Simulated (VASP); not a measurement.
Write the native input for VASP 6.6.1 that does the following.

- Task: single point
- Functional: PBEsol
- Potentials or basis: VASP PAW PBE potentials, release 64 (Ti_sv, Si)
- Cutoff: 520 eV
- k mesh: 2 × 2 × 2, shifted
- Occupations: fermi-dirac, width 0.0948 eV
- Spin: no spin polarisation
- Dipole correction: no
- Further INCAR settings: LREAL = Auto; ALGO = Normal; EDIFF = 1e-07; NBANDS = 144

The structure of TiSi2 lies in POSCAR:

```
TiSi2
1.0
   -3.5170495929      0.0000000000     -7.1112303616
    5.2755743893      6.6741239618      0.0000000000
    5.2755743893     -6.6741239618      0.0000000000
Ti Si
12 24
Direct
    0.1250000000      0.8108160756      0.6058505911
    0.6250000000      0.6441494089      0.4391839244
    0.1250000000      0.1441494089      0.9391839244
    0.6250000000      0.9774827422      0.7725172578
    0.1250000000      0.4774827422      0.2725172578
    0.6250000000      0.3108160756      0.1058505911
    0.3750000000      0.6891839244      0.8941494089
    0.8750000000      0.5225172578      0.7274827422
    0.3750000000      0.0225172578      0.2274827422
    0.8750000000      0.8558505911      0.0608160756
    0.3750000000      0.3558505911      0.5608160756
    0.8750000000      0.1891839244      0.3941494089
    0.1250000000      0.1483470148      0.2683196518
    0.6250000000      0.9816803482      0.1016529852
    0.1250000000      0.4816803482      0.6016529852
    0.6250000000      0.3150136815      0.4349863185
    0.1250000000      0.8150136815      0.9349863185
    0.6250000000      0.6483470148      0.7683196518
    0.3750000000      0.3516529852      0.2316803482
    0.8750000000      0.1849863185      0.0650136815
    0.3750000000      0.6849863185      0.5650136815
    0.8750000000      0.5183196518      0.3983470148
    0.3750000000      0.0183196518      0.8983470148
    0.8750000000      0.8516529852      0.7316803482
    0.1250000000      0.4586135306      0.9580531360
    0.6250000000      0.2919468640      0.7913864694
    0.1250000000      0.7919468640      0.2913864694
    0.6250000000      0.6252801973      0.1247198027
    0.1250000000      0.1252801973      0.6247198027
    0.6250000000      0.9586135306      0.4580531360
    0.3750000000      0.0413864694      0.5419468640
    0.8750000000      0.8747198027      0.3752801973
    0.3750000000      0.3747198027      0.8752801973
    0.8750000000      0.2080531360      0.7086135306
    0.3750000000      0.7080531360      0.2086135306
    0.8750000000      0.5413864694      0.0419468640
```

These files were run (other wordings do the same):

INCAR

```
SYSTEM = TiSi2
  PREC = Accurate
  ENCUT = 520
  EDIFF = 1E-7
  ISMEAR = -1
  SIGMA = 0.0948
  LREAL = Auto
  LASPH = .TRUE.
  NELM = 100
  ALGO = Normal
  ISIF = 2
  LWAVE = .FALSE.
  LCHARG = .FALSE.
  GGA = PS
  NBANDS = 144
```

KPOINTS

```
Automatic mesh
0
Gamma
  2 2 2
  0.5 0.5 0.5
```

Potentials or basis: VASP PAW PBE potentials, release 64 (Ti_sv, Si).

Run with:

```console
$ cat potpaw_PBE.64/Ti_sv/POTCAR potpaw_PBE.64/Si/POTCAR > POTCAR
$ mpirun -np 1 vasp_std > vasp.out
```

It gave:

| Quantity | Value |
| --- | --- |
| Pressure | 0.1 GPa |
| Largest force | 0.096 eV/Å |
| Band gap on the k mesh | zero (band 120 reaches 10.80 eV, above the bottom of band 121 at 10.69 eV) |

Caveat: the k points lie up to 0.44 Å⁻¹ apart; the PAW data sets were made with another functional, which shifts forces and pressure a little.

It took 15 min on 1 thread of Oxide Virtual Turin-like Processor, on a shared host, peak memory 0.55 GiB.
